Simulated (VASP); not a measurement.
Runs of VASP 6.6.1 on C. Symmetry: Fmmm, No. 69, orthorhombic system. Conventional cell: a = 2.456 Å, b = 4.254 Å, c = 6.696 Å, α = 90.00°, β = 90.00°, γ = 90.00°. C (site symmetry m2m) has 3 C at 1.42 Å within 1.9 Å. 

```tsv
k mesh	smearing	gap on the mesh (eV)	pressure (GPa)	largest force (eV/Å)
11 × 11 × 11	methfessel-paxton 0.1 eV	0.73	1.1	0.03
7 × 7 × 7	methfessel-paxton 0.1 eV	1.90	1.1	0.01
13 × 13 × 13	methfessel-paxton 0.079 eV	0.49	1.1	(a)
4 × 4 × 4	methfessel-paxton 0.1 eV	2.71	(b)	0.01
5 × 5 × 5	methfessel-paxton 0.1 eV	1.94	1.3	0.07
```

Alike in all rows: task single point; level r2SCAN; potentials or basis VASP PAW PBE potentials, release 64 (C); no spin polarisation; cell as given; cutoff (eV) 520.

Estimate the missing entries.

(a) 0.02; (b) 0.6.

Caveats: some runs use coarse meshes; the PAW data sets were made with another functional, which shifts forces and pressure a little.

A k mesh can miss the band edges.
